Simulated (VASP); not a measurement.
Set up this calculation in VASP 6.6.1, as the native input.

- Task: single point
- Functional: PBE
- Potentials or basis: VASP PAW PBE potentials, release 64 (Lu)
- Cutoff: 520 eV
- k mesh: 15 × 15 × 8
- Occupations: gaussian, width 0.1 eV
- Spin: no spin polarisation
- Dipole correction: no
- Further INCAR settings: ALGO = Fast; EDIFF = 1e-07; NBANDS = 32

The structure of Lu lies in POSCAR:

```
Lu
1.0
    3.5066667672      0.0000000029      0.0000000000
   -1.7533333861      3.0368625016      0.0000000000
    0.0000000000      0.0000000000      5.4619468550
Lu
2
Direct
    0.3333333333      0.6666666667      0.2500000000
    0.6666666667      0.3333333333      0.7500000000
```

The input as run:

INCAR

```
PREC = Accurate ; ENCUT = 520
EDIFF = 1E-7 ; ISMEAR = 0
SIGMA = 0.1 ; LREAL = F
LASPH = T ; NELM = 60
ALGO = Fast ; ISIF = 2
LWAVE = F ; LCHARG = T
GGA = PE ; LELF = T
LVHAR = T ; NBANDS = 32
```

KPOINTS

```
regular mesh
0
Gamma
  15 15 8
```

Potentials or basis: VASP PAW PBE potentials, release 64 (Lu).

Run with:

```console
$ cat potpaw_PBE.64/Lu/POTCAR > POTCAR
$ mpirun -np 1 vasp_std > vasp.out
```

Results of the run:

* Pressure: 0.0 GPa
* Band gap on the k mesh: zero (bands 25 and 26 overlap by 1.87 eV)

Caveat: spin-orbit coupling is left out, which moves the levels of the heavy elements.

It took 5.7 min on 1 thread of Intel(R) Xeon(R) 6975P-C (Granite Rapids), with other jobs on the host, peak memory 0.35 GiB.
